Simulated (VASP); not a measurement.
NaGeI3: single point with r2SCAN

NaGeI3:

```xyz
5
Lattice="5.9776 0.0000 0.0000 0.0000 5.9776 0.0000 0.0000 0.0000 5.8638" Properties=species:S:1:pos:R:3 pbc="T T T"
Na    0.0000    0.0000    0.0000
Ge    2.9888    2.9888    2.9319
I     2.9888    2.9888    0.0000
I     2.9888    0.0000    2.9319
I     0.0000    2.9888    2.9319
```

This cell differs from its parent crystal: epitaxial xy strain +1.5%.

```json
{"Program": "VASP 6.6.1", "Task": "single point", "Functional": "r2SCAN", "Potentials or basis": "VASP PAW PBE potentials, release 64 (Na_pv, Ge_d, I)", "Cutoff": "520 eV", "k mesh": "4 × 4 × 4", "Occupations": "gaussian, width 0.01 eV", "Spin": "no spin polarisation", "Dipole correction": "no", "Further INCAR settings": "ALGO = Normal; EDIFF = 1e-06; NBANDS = 29"}
```

```
Pressure               : -0.5 GPa
Band gap on the k mesh : 0.53 eV
```

Stress tensor (GPa, compression positive):
```
-0.73  0.00  0.00
 0.00 -0.73  0.00
 0.00  0.00 -0.02
```

Levels at points of the mesh, in eV from the valence-band top:
| k point | band 19 | band 20 | band 21 | band 22 | band 23 | band 24 |
| --- | --- | --- | --- | --- | --- | --- |
| (0.00, 0.00, 0.00) | -1.84 | -1.81 | -1.81 | 1.94 | 4.93 | 4.98 |
| (0.50, 0.00, 0.00) | -1.86 | -1.82 | -1.41 | 1.10 | 3.65 | 3.96 |
| (0.50, 0.50, 0.00) | -2.12 | -1.22 | -0.76 | 0.95 | 0.95 | 3.49 |
| (0.00, 0.00, 0.50) | -1.86 | -1.86 | -1.25 | 1.14 | 3.72 | 3.91 |
| (0.50, 0.00, 0.50) | -2.11 | -1.16 | -0.62 | 0.89 | 0.99 | 3.44 |
| (0.50, 0.50, 0.50) | -1.15 | -1.15 | 0.00 | 0.53 | 0.53 | 0.66 |

Run time: 4.7 min on 1 thread of Intel(R) Xeon(R) Platinum 8488C (Sapphire Rapids), with other jobs on the host, peak memory 0.43 GiB.

Caveat: the cell differs from its parent crystal (epitaxial xy strain +1.5%); the PAW data sets were made with another functional, which shifts forces and pressure a little; spin-orbit coupling is left out, which moves the levels of the heavy elements. A k mesh can miss the band edges.
